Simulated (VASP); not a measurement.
# BaF2 (Fm-3m) in VASP: further runs

The runs below take BaF2 through single point, with r2SCAN.

All numbers are computed with VASP 6.6.1; they aren't measurements. Logs are shortened: lines on timing, memory, paths and dates and some standing lists are left out, and cuts for length are marked.

### Step 1. The cell of the first run

It takes space group Fm-3m (No. 225, cubic). The conventional cell has a = 6.194 Å, b = 6.194 Å, c = 6.194 Å, α = 90.00°, β = 90.00°, γ = 90.00°. Within 3.5 Å of Ba (site symmetry m-3m) lie 8 F at 2.68 Å. Within 3.5 Å of F (site symmetry -43m) lie 4 Ba at 2.68 Å and 6 F at 3.10 Å.

### Step 2. Single point, r2SCAN

POSCAR

```
BaF2
1.0
    0.0000000000      3.0971637732      3.0971637732
    3.0971637732      0.0000000000      3.0971637732
    3.0971637732      3.0971637732      0.0000000000
Ba F
1 2
Direct
    0.0000000000      0.0000000000      0.0000000000
    0.2500000000      0.2500000000      0.2500000000
    0.7500000000      0.7500000000      0.7500000000
```

INCAR.step1

```
PREC = Accurate ; ENCUT = 660
ISMEAR = 0 ; SIGMA = 0.01
LREAL = F ; LASPH = T
NELM = 120 ; NBANDS = 19
GGA = PE ; ALGO = Normal
EDIFF = 1E-5 ; LWAVE = T
LCHARG = F ; GGA_COMPAT = F
```

INCAR.step2

```
PREC = Accurate ; ENCUT = 660
EDIFF = 1E-6 ; ISMEAR = 0
SIGMA = 0.01 ; LREAL = F
LASPH = T ; NELM = 120
ALGO = Normal ; ISIF = 2
LWAVE = F ; LCHARG = T
METAGGA = R2SCAN ; LMIXTAU = T
LELF = T ; LVHAR = T
NBANDS = 19 ; ISTART = 1
GGA_COMPAT = F
```

KPOINTS

```
regular mesh
0
Gamma
  6 6 6
```

Potentials or basis: VASP PAW PBE potentials, release 64 (Ba_sv, F).

The run is started by

```console
$ cat potpaw_PBE.64/Ba_sv/POTCAR potpaw_PBE.64/F/POTCAR > POTCAR
$ cp INCAR.step1 INCAR
$ mpirun -np 1 vasp_std > vasp.out
$ cp INCAR.step2 INCAR
$ mpirun -np 1 vasp_std > vasp.out
```

OUTCAR:

```text
PREC = Accurate
   ENCUT = 660
   EDIFF = 1E-6
   ISMEAR = 0
   LREAL = F
   LASPH = T
   NELM = 120
   ISIF = 2
   METAGGA = R2SCAN
   ISTART = 1

 ion  position               nearest neighbor table
   1  0.000  0.000  0.000-   3 2.68   3 2.68   3 2.68   2 2.68   3 2.68   2 2.68   2 2.68   2 2.68

   2  0.250  0.250  0.250-   1 2.68   1 2.68   1 2.68   1 2.68
   3  0.750  0.750  0.750-   1 2.68   1 2.68   1 2.68   1 2.68

  LATTYP: Found a face centered cubic cell.
 ALAT       =     6.1943275464

  Lattice vectors:

 A1 = (   0.0000000000,   3.0971637732,   3.0971637732)
 A2 = (   3.0971637732,   0.0000000000,   3.0971637732)
 A3 = (   3.0971637732,   3.0971637732,   0.0000000000)

Analysis of symmetry for initial positions (statically):
=====================================================================
 Subroutine PRICEL returns:
 Original cell was already a primitive cell.

 Routine SETGRP: Setting up the symmetry group for a
 face centered cubic supercell.

 Subroutine GETGRP returns: Found 48 space group operations
 (whereof 48 operations were pure point group operations)
 out of a pool of 48 trial point group operations.

The static configuration has the point symmetry O_h .

Analysis of symmetry for dynamics (positions and initial velocities):
=====================================================================
 Subroutine PRICEL returns:
 Original cell was already a primitive cell.

 Routine SETGRP: Setting up the symmetry group for a
 face centered cubic supercell.

 Subroutine GETGRP returns: Found 48 space group operations
 (whereof 48 operations were pure point group operations)
 out of a pool of 48 trial point group operations.

The dynamic configuration has the point symmetry O_h .

 Subroutine INISYM returns: Found 48 space group operations
 (whereof 48 operations are pure point group operations),
 and found     1 'primitive' translations

----------------------------------------------------------------------------------------

                                     Primitive cell

  volume of cell :      59.4186

  direct lattice vectors                    reciprocal lattice vectors
     0.000000000  3.097163773  3.097163773    -0.161438024  0.161438024  0.161438024
     3.097163773  0.000000000  3.097163773     0.161438024 -0.161438024  0.161438024
     3.097163773  3.097163773  0.000000000     0.161438024  0.161438024 -0.161438024

  length of vectors
     4.380051013  4.380051013  4.380051013     0.279618860  0.279618860  0.279618860

  position of ions in fractional coordinates (direct lattice)
     0.000000000  0.000000000  0.000000000
     0.250000000  0.250000000  0.250000000
     0.750000000  0.750000000  0.750000000

  ion indices of the primitive-cell ions
   primitive index   ion index
                 1           1
                 2           2
                 3           3

----------------------------------------------------------------------------------------

 KPOINTS: regular mesh

Automatic generation of k-mesh.
 Grid dimensions read from file:
 generate k-points for:    6    6    6

 Generating k-lattice:

  Cartesian coordinates                     Fractional coordinates (reciprocal lattice)
    -0.026906337  0.026906337  0.026906337     0.166666667  0.000000000  0.000000000
     0.026906337 -0.026906337  0.026906337     0.000000000  0.166666667  0.000000000
     0.026906337  0.026906337 -0.026906337     0.000000000  0.000000000  0.166666667

  Length of vectors
     0.046603143  0.046603143  0.046603143

  Shift w.r.t. Gamma in fractional coordinates (k-lattice)
     0.000000000  0.000000000  0.000000000

 Subroutine IBZKPT returns following result:
 ===========================================

 Found     16 irreducible k-points:

 Following reciprocal coordinates:
            Coordinates               Weight
  0.000000  0.000000  0.000000      1.000000
  0.166667  0.000000  0.000000      8.000000
  0.333333  0.000000  0.000000      8.000000
  0.500000  0.000000  0.000000      4.000000
  0.166667  0.166667  0.000000      6.000000
  0.333333  0.166667  0.000000     24.000000
[... 8 lines left out ...]
 -0.333333  0.333333  0.166667     24.000000
 -0.333333  0.500000  0.166667     12.000000
   k-points           NKPTS =     16   k-points in BZ     NKDIM =     16   number of bands    NBANDS=     19
   number of dos      NEDOS =    301   number of ions     NIONS =      3
   total plane-waves  NPLWV =  64000
   dimension x,y,z NGX =    40 NGY =   40 NGZ =   40
   dimension x,y,z NGXF=    80 NGYF=   80 NGZF=   80
   ions per type =               1   2
   NGX,Y,Z   is equivalent  to a cutoff of  15.18, 15.18, 15.18 a.u.
   NGXF,Y,Z  is equivalent  to a cutoff of  30.36, 30.36, 30.36 a.u.
 SYSTEM =  unknown system
   PREC   = accura    normal or accurate (medium, high low for compatibility)
   ISTART =      1    job   : 0-new  1-cont  2-samecut
   ICHARG =      0    charge: 1-file 2-atom 10-const
[... 92 lines left out ...]
      5     -10.6820      2.00000
      6     -10.6820      2.00000
[... 11 lines left out ...]
     18       9.8268      0.00000
     19      11.7884      0.00000

 k-point     4 :       0.5000    0.0000    0.0000
  band No.  band energies     occupation
      1     -25.9493      2.00000
      2     -22.9041      2.00000
      3     -22.7222      2.00000
      4     -10.7297      2.00000
      5     -10.7212      2.00000
      6     -10.7212      2.00000
[... 11 lines left out ...]
     18       9.9009      0.00000
     19      12.3785      0.00000

 k-point     5 :       0.1667    0.1667    0.0000
  band No.  band energies     occupation
      1     -26.1339      2.00000
      2     -22.7044      2.00000
      3     -22.6368      2.00000
      4     -10.6650      2.00000
      5     -10.6650      2.00000
      6     -10.5219      2.00000
[... 11 lines left out ...]
     18       9.8136      0.00000
     19      13.6543      0.00000

 k-point     6 :       0.3333    0.1667    0.0000
  band No.  band energies     occupation
      1     -26.0227      2.00000
      2     -22.7798      2.00000
      3     -22.7346      2.00000
      4     -10.7578      2.00000
      5     -10.7561      2.00000
      6     -10.5457      2.00000
[... 11 lines left out ...]
     18       9.9536      0.00000
     19      12.3545      0.00000

 k-point     7 :       0.5000    0.1667    0.0000
  band No.  band energies     occupation
      1     -25.9261      2.00000
      2     -22.8912      2.00000
      3     -22.7702      2.00000
      4     -10.7905      2.00000
      5     -10.7838      2.00000
      6     -10.6423      2.00000
[... 11 lines left out ...]
     18      10.1790      0.00000
     19      12.2879      0.00000

 k-point     8 :      -0.3333    0.1667    0.0000
  band No.  band energies     occupation
      1     -25.9508      2.00000
      2     -22.8577      2.00000
      3     -22.7667      2.00000
      4     -10.7392      2.00000
      5     -10.7232      2.00000
      6     -10.7170      2.00000
[... 80 lines left out ...]
 k-point    12 :      -0.3333    0.3333    0.0000
  band No.  band energies     occupation
      1     -25.8768      2.00000
      2     -22.8904      2.00000
      3     -22.8447      2.00000
      4     -10.8481      2.00000
      5     -10.8345      2.00000
      6     -10.6147      2.00000
[... 11 lines left out ...]
     18      11.4575      0.00000
     19      12.9773      0.00000

 k-point    13 :       0.5000    0.5000    0.0000
  band No.  band energies     occupation
      1     -25.8516      2.00000
      2     -22.9757      2.00000
      3     -22.7938      2.00000
      4     -10.9605      2.00000
      5     -10.9605      2.00000
      6     -10.3977      2.00000
[... 11 lines left out ...]
     18      11.2000      0.00000
     19      13.3074      0.00000

 k-point    14 :       0.5000    0.3333    0.1667
  band No.  band energies     occupation
      1     -25.9273      2.00000
      2     -22.8525      2.00000
      3     -22.8069      2.00000
      4     -10.8646      2.00000
      5     -10.7787      2.00000
      6     -10.5755      2.00000
[... 11 lines left out ...]
     18      10.6608      0.00000
     19      12.7490      0.00000

 k-point    15 :      -0.3333    0.3333    0.1667
  band No.  band energies     occupation
      1     -25.8768      2.00000
      2     -22.8907      2.00000
      3     -22.8444      2.00000
      4     -10.9166      2.00000
      5     -10.6909      2.00000
      6     -10.6898      2.00000
[... 11 lines left out ...]
     18      11.4430      0.00000
     19      12.5007      0.00000

 k-point    16 :      -0.3333    0.5000    0.1667
  band No.  band energies     occupation
      1     -25.8515      2.00000
      2     -22.9313      2.00000
      3     -22.8403      2.00000
      4     -10.9733      2.00000
      5     -10.8196      2.00000
      6     -10.5382      2.00000
[... 11 lines left out ...]
     18      12.7801      0.00000
     19      13.0993      0.00000

------------------------ aborting loop because EDIFF is reached ----------------------------------------

  FORCE on cell =-STRESS in cart. coord.  units (eV):
  Direction    XX          YY          ZZ          XY          YZ          ZX
  --------------------------------------------------------------------------------------
  -------------------------------------------------------------------------------------
  Total        0.3346105      0.3346105      0.3346105      0.0000000     -0.0000000      0.0000000
  in kB        9.0225160      9.0225160      9.0225160      0.0000000     -0.0000000      0.0000000
  external PRESSURE =       9.0225160 kB  Pullay stress =       0.0000000 kB

 VOLUME and BASIS-vectors are now :
 -----------------------------------------------------------------------------
  energy-cutoff  :      660.00
  volume of cell :       59.42
      direct lattice vectors                 reciprocal lattice vectors
     0.000000000  3.097163773  3.097163773    -0.161438024  0.161438024  0.161438024
     3.097163773  0.000000000  3.097163773     0.161438024 -0.161438024  0.161438024
     3.097163773  3.097163773  0.000000000     0.161438024  0.161438024 -0.161438024

 POSITION                                       TOTAL-FORCE (eV/Angst)
 -----------------------------------------------------------------------------------
      0.00000      0.00000      0.00000        -0.000000      0.000000     -0.000000
      1.54858      1.54858      1.54858        -0.000000      0.000000     -0.000000
      4.64575      4.64575      4.64575         0.000000     -0.000000      0.000000
 -----------------------------------------------------------------------------------
    total drift:                                0.000000     -0.000000      0.000000

  FREE ENERGIE OF THE ION-ELECTRON SYSTEM (eV)
  ---------------------------------------------------
  free  energy   TOTEN  =       -45.0674713880 eV

  energy  without entropy=      -45.0674713880  energy(sigma->0) =      -45.06747139
```

It took 3.6 min on 1 thread of Intel Xeon 8259CL, shared host; peak memory 0.27 GiB.

What came out:

- Free energy: -45.0675 eV
- Pressure: 0.9 GPa
- Band gap on the k mesh: 7.36 eV (least direct gap 7.43 eV)

Levels at points of the mesh, in eV from the valence-band top:
```
           k point  band 9  band 10  band 11  band 12  band 13  band 14  band 15  band 16
(0.00, 0.00, 0.00)   -1.47    -0.07    -0.07    -0.07     7.36     9.93     9.93    12.30
(0.50, 0.00, 0.00)   -0.64    -0.34    -0.15    -0.15     9.88     9.88     9.97    10.14
(0.50, 0.50, 0.00)   -0.35    -0.30    -0.30    -0.12     7.71     9.87    11.42    12.88
```

Caveat: the PAW data sets were made with another functional, which shifts forces and pressure a little; spin-orbit coupling is left out, which moves the levels of the heavy elements. A k mesh can miss the band edges.

### Step 3. Single point, r2SCAN (20.40 Å³/atom)

This run uses another cell than the first one, of 20.40 Å³/atom.

POSCAR

```
BaF2
1.0
    0.0000000000      3.1278307554      3.1278307554
    3.1278307554      0.0000000000      3.1278307554
    3.1278307554      3.1278307554      0.0000000000
Ba F
1 2
Direct
    0.0000000000      0.0000000000      0.0000000000
    0.2500000000      0.2500000000      0.2500000000
    0.7500000000      0.7500000000      0.7500000000
```

INCAR.step1

```
PREC     = Accurate       # precision mode
ENCUT    = 660            # plane-wave cutoff, eV
ISMEAR   = 0              # smearing method
SIGMA    = 0.01           # smearing width, eV
LREAL    = F              # projectors in reciprocal space
LASPH    = T              # aspherical terms in the spheres
NELM     = 120            # most SCF steps
NBANDS   = 19             # bands
GGA      = PE             # functional
ALGO     = Normal         # electronic algorithm
EDIFF    = 1E-5           # SCF threshold, eV
LWAVE    = T              # write WAVECAR
LCHARG   = F              # write CHGCAR
GGA_COMPAT= F
```

INCAR.step2

```
PREC     = Accurate       # precision mode
ENCUT    = 660            # plane-wave cutoff, eV
EDIFF    = 1E-6           # SCF threshold, eV
ISMEAR   = 0              # smearing method
SIGMA    = 0.01           # smearing width, eV
LREAL    = F              # projectors in reciprocal space
LASPH    = T              # aspherical terms in the spheres
NELM     = 120            # most SCF steps
ALGO     = Normal         # electronic algorithm
ISIF     = 2              # what is computed and relaxed
LWAVE    = F              # write WAVECAR
LCHARG   = F              # write CHGCAR
METAGGA  = R2SCAN         # meta-GGA
LMIXTAU  = T            
NBANDS   = 19             # bands
ISTART   = 1            
GGA_COMPAT= F
```

KPOINTS is that of step 2.

Potentials or basis: VASP PAW PBE potentials, release 64 (Ba_sv, F).

The run is started by

```console
$ cat potpaw_PBE.64/Ba_sv/POTCAR potpaw_PBE.64/F/POTCAR > POTCAR
$ cp INCAR.step1 INCAR
$ mpirun -np 1 vasp_std > vasp.out
$ cp INCAR.step2 INCAR
$ mpirun -np 1 vasp_std > vasp.out
```

Wall time 3.3 min (1 thread of Intel Xeon 8259CL, shared host); peak memory 0.26 GiB.

It converged, with:

```
Free energy            : -45.0708 eV
Pressure               : -0.9 GPa
Band gap on the k mesh : 7.23 eV (least direct gap 7.29 eV)
```

Levels at points of the mesh, in eV from the valence-band top:
| k point | band 9 | band 10 | band 11 | band 12 | band 13 | band 14 | band 15 | band 16 |
| --- | --- | --- | --- | --- | --- | --- | --- | --- |
| (0.00, 0.00, 0.00) | -1.39 | -0.06 | -0.06 | -0.06 | 7.23 | 9.81 | 9.81 | 12.06 |
| (0.50, 0.00, 0.00) | -0.61 | -0.34 | -0.15 | -0.15 | 9.75 | 9.75 | 9.79 | 10.02 |
| (0.50, 0.50, 0.00) | -0.32 | -0.31 | -0.31 | -0.10 | 7.65 | 9.71 | 11.23 | 12.63 |

Caveat: the PAW data sets were made with another functional, which shifts forces and pressure a little; spin-orbit coupling is left out, which moves the levels of the heavy elements. A k mesh can miss the band edges.

### Step 4. Single point, r2SCAN (20.99 Å³/atom)

This run uses another cell than the first one, of 20.99 Å³/atom.

POSCAR

```
BaF2
1.0
    0.0000000000      3.1579078963      3.1579078963
    3.1579078963      0.0000000000      3.1579078963
    3.1579078963      3.1579078963      0.0000000000
Ba F
1 2
Direct
    0.0000000000      0.0000000000      0.0000000000
    0.2500000000      0.2500000000      0.2500000000
    0.7500000000      0.7500000000      0.7500000000
```

INCAR.step1

```
SYSTEM = BaF2
PREC = Accurate
ENCUT = 660
ISMEAR = 0
SIGMA = 0.01
LREAL = .FALSE.
LASPH = .TRUE.
NELM = 120
NBANDS = 19
GGA = PE
ALGO = Normal
EDIFF = 1E-5
LWAVE = .TRUE.
LCHARG = .FALSE.
GGA_COMPAT = .FALSE.
```

INCAR.step2

```
SYSTEM = BaF2
PREC = Accurate
ENCUT = 660
EDIFF = 1E-6
ISMEAR = 0
SIGMA = 0.01
LREAL = .FALSE.
LASPH = .TRUE.
NELM = 120
ALGO = Normal
ISIF = 2
LWAVE = .FALSE.
LCHARG = .FALSE.
METAGGA = R2SCAN
LMIXTAU = .TRUE.
NBANDS = 19
ISTART = 1
GGA_COMPAT = .FALSE.
```

KPOINTS

```
Automatic mesh
0
G
  6 6 6
  0 0 0
```

The run is started by

```console
$ cat potpaw_PBE.64/Ba_sv/POTCAR potpaw_PBE.64/F/POTCAR > POTCAR
$ cp INCAR.step1 INCAR
$ mpirun -np 1 vasp_std > vasp.out
$ cp INCAR.step2 INCAR
$ mpirun -np 1 vasp_std > vasp.out
```

Run time: 3.4 min. Hardware: 1 thread of Intel Xeon 8259CL, shared host; peak memory 0.27 GiB.

It converged, with:

| Quantity | Value |
| --- | --- |
| Free energy | -45.0556 eV |
| Pressure | -2.4 GPa |
| Band gap on the k mesh | 7.11 eV (least direct gap 7.16 eV) |

Levels at points of the mesh, in eV from the valence-band top:
| k point | band 10 | band 11 | band 12 | band 13 | band 14 | band 15 |
| --- | --- | --- | --- | --- | --- | --- |
| (0.00, 0.00, 0.00) | -0.05 | -0.05 | -0.05 | 7.11 | 9.69 | 9.69 |
| (0.50, 0.00, 0.00) | -0.33 | -0.16 | -0.16 | 9.61 | 9.62 | 9.62 |
| (0.50, 0.50, 0.00) | -0.28 | -0.28 | -0.08 | 7.60 | 9.56 | 11.05 |

Caveat: the PAW data sets were made with another functional, which shifts forces and pressure a little; spin-orbit coupling is left out, which moves the levels of the heavy elements. A k mesh can miss the band edges.

### Step 5. Single point, r2SCAN

POSCAR

```
BaF2
1.0
    0.0000000000      3.0971637732      3.0971637732
    3.0971637732      0.0000000000      3.0971637732
    3.0971637732      3.0971637732      0.0000000000
Ba F
1 2
Direct
    0.0000000000      0.0000000000      0.0000000000
    0.2500000000      0.2500000000      0.2500000000
    0.7500000000      0.7500000000      0.7500000000
```

INCAR.step1

```
PREC = Accurate
ENCUT = 660
ISMEAR = 0
SIGMA = 0.01
LREAL = False
LASPH = True
NELM = 120
NBANDS = 19
GGA = PE
ALGO = Normal
EDIFF = 1E-5
LWAVE = True
LCHARG = False
GGA_COMPAT = False
```

INCAR.step2

```
PREC = Accurate
ENCUT = 660
EDIFF = 1E-6
ISMEAR = 0
SIGMA = 0.01
LREAL = False
LASPH = True
NELM = 120
ALGO = Normal
ISIF = 2
LWAVE = False
LCHARG = False
METAGGA = R2SCAN
LMIXTAU = True
NBANDS = 19
ISTART = 1
GGA_COMPAT = False
```

KPOINTS

```
Automatic mesh
0
Gamma
  8 8 8
```

The run is started by

```console
$ cat potpaw_PBE.64/Ba_sv/POTCAR potpaw_PBE.64/F/POTCAR > POTCAR
$ cp INCAR.step1 INCAR
$ mpirun -np 1 vasp_std > vasp.out
$ cp INCAR.step2 INCAR
$ mpirun -np 1 vasp_std > vasp.out
```

It took 5.4 min on 1 thread of Intel Xeon 8259CL, shared host; peak memory 0.28 GiB.

Results (log left out):

```
Free energy            : -45.0674 eV
Pressure               : 0.9 GPa
Band gap on the k mesh : 7.34 eV (least direct gap 7.43 eV)
```

Levels at points of the mesh, in eV from the valence-band top:
```csv
k point,band 10,band 11,band 12,band 13,band 14,band 15
"(0.00, 0.00, 0.00)",-0.09,-0.09,-0.09,7.34,9.91,9.91
"(0.50, 0.00, 0.00)",-0.35,-0.17,-0.17,9.86,9.86,9.96
"(0.50, 0.50, 0.00)",-0.32,-0.32,-0.14,7.69,9.86,11.40
```

Caveat: the PAW data sets were made with another functional, which shifts forces and pressure a little; spin-orbit coupling is left out, which moves the levels of the heavy elements.

### Step 6. Overview

| cell | k mesh | gap on the mesh (eV) | pressure (GPa) |
| --- | --- | --- | --- |
| a = 4.380 Å, angles 60.0°, 3 atoms | 6 × 6 × 6 | 7.36 | 0.9 |
| a = 4.423 Å, angles 60.0°, 3 atoms | 6 × 6 × 6 | 7.23 | -0.9 |
| a = 4.466 Å, angles 60.0°, 3 atoms | 6 × 6 × 6 | 7.11 | -2.4 |
| a = 4.380 Å, angles 60.0°, 3 atoms | 8 × 8 × 8 | 7.34 | 0.9 |

Alike in all rows: task single point; level r2SCAN; potentials or basis VASP PAW PBE potentials, release 64 (Ba_sv, F); no spin polarisation; cutoff (eV) 660; smearing gaussian 0.01 eV.

Caveats: the PAW data sets were made with another functional, which shifts forces and pressure a little; spin-orbit coupling is left out, which moves the levels of the heavy elements.

Total energies depend on the potentials used, so only differences within one code and one set of settings carry meaning.
